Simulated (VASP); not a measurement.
A run of VASP 6.6.1 is set up as follows.

The input INCAR:

```
SYSTEM = Te2Mo
PREC = Accurate
ENCUT = 520
EDIFF = 1E-6
ISMEAR = -1
SIGMA = 0.03
LREAL = .False.
LASPH = .True.
NELM = 100
ALGO = Normal
ISIF = 2
LWAVE = .False.
LCHARG = .False.
GGA = PE
NBANDS = 20
```

KPOINTS

```
regular mesh
0
Gamma
  5 5 2
  0 0 0
```

Contents of POSCAR:

```
Te2Mo
1.0
    3.5602328140      0.0000000000      0.0000000000
   -1.7801164070      3.0832520603      0.0000000000
    0.0000000000      0.0000000000     17.5240578200
Te Mo
2 1
Direct
    0.3333333333      0.6666666667      0.1021445500
    0.3333333333      0.6666666667      0.8978554500
    0.0000000000      0.0000000000      0.0000000000
```

Potentials or basis: VASP PAW PBE potentials, release 64 (Te, Mo_sv).

Run with:

```console
$ cat potpaw_PBE.64/Te/POTCAR potpaw_PBE.64/Mo_sv/POTCAR > POTCAR
$ mpirun -np 1 vasp_std > vasp.out
```

Predict the largest force.

0.227 eV/Å.

What does it give for the band gap on the k mesh?

1.45 eV, direct.

Forces in eV/Å, atoms in the order of the input:
```
Te   0.000  0.000  0.227
Te   0.000  0.000 -0.227
Mo   0.000  0.000  0.000
```

Caveat: spin-orbit coupling is left out, which moves the levels of the heavy elements.
